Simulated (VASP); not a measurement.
# KBr: single point with PBE

The system is KBr.

```xyz
2
Lattice="3.9763 0.0324 0.0000 0.0324 3.9763 0.0000 0.0000 0.0000 3.9763" Properties=species:S:1:pos:R:3 pbc="T T T"
K     0.0000    0.0000    0.0000
Br    2.0044    2.0044    1.9882
```

This cell differs from its parent crystal: shear xy strain +1.6%.

* Program: VASP 6.6.1
* Task: single point
* Functional: PBE
* Potentials or basis: VASP PAW PBE potentials, release 64 (K_sv, Br)
* Cutoff: 520 eV
* k mesh: 6 × 6 × 6
* Occupations: fermi-dirac, width 0.02 eV
* Spin: no spin polarisation

| Property | Result |
| --- | --- |
| Pressure | 0.9 GPa |
| Band gap on the k mesh | 4.02 eV, indirect (least direct gap 4.29 eV) |

Stress tensor (GPa, compression positive):
```
 0.87 -0.09  0.00
-0.09  0.87  0.00
 0.00  0.00  0.87
```

Levels at points of the mesh, in eV from the valence-band top:
```csv
k point,band 4,band 5,band 6,band 7,band 8,band 9,band 10,band 11,band 12,band 13
"(0.00, 0.00, 0.00)",-12.02,-12.02,-0.29,-0.28,-0.27,4.02,5.79,5.79,9.72,9.76
"(0.50, 0.00, 0.00)",-12.00,-11.81,-2.09,-0.26,-0.26,6.67,7.18,7.93,8.92,9.81
"(0.50, 0.50, 0.00)",-12.18,-11.98,-1.50,-1.47,0.00,5.23,6.54,8.07,8.08,10.57
"(0.00, 0.00, 0.50)",-12.00,-11.81,-2.10,-0.29,-0.23,6.67,7.18,7.93,8.92,9.74
"(0.50, 0.00, 0.50)",-12.19,-11.98,-1.48,-1.48,0.00,5.23,6.54,8.08,8.08,10.64
"(0.50, 0.50, 0.50)",-12.14,-12.14,-1.55,-1.55,-1.54,7.44,7.51,7.59,9.53,9.60
```

Run time: 40 s on 1 thread of AMD EPYC 7R43 64-Core Processor (Zen 3) (shared host), peak memory 0.16 GiB.

Caveat: the cell differs from its parent crystal (shear xy strain +1.6%). A k mesh can miss the band edges.
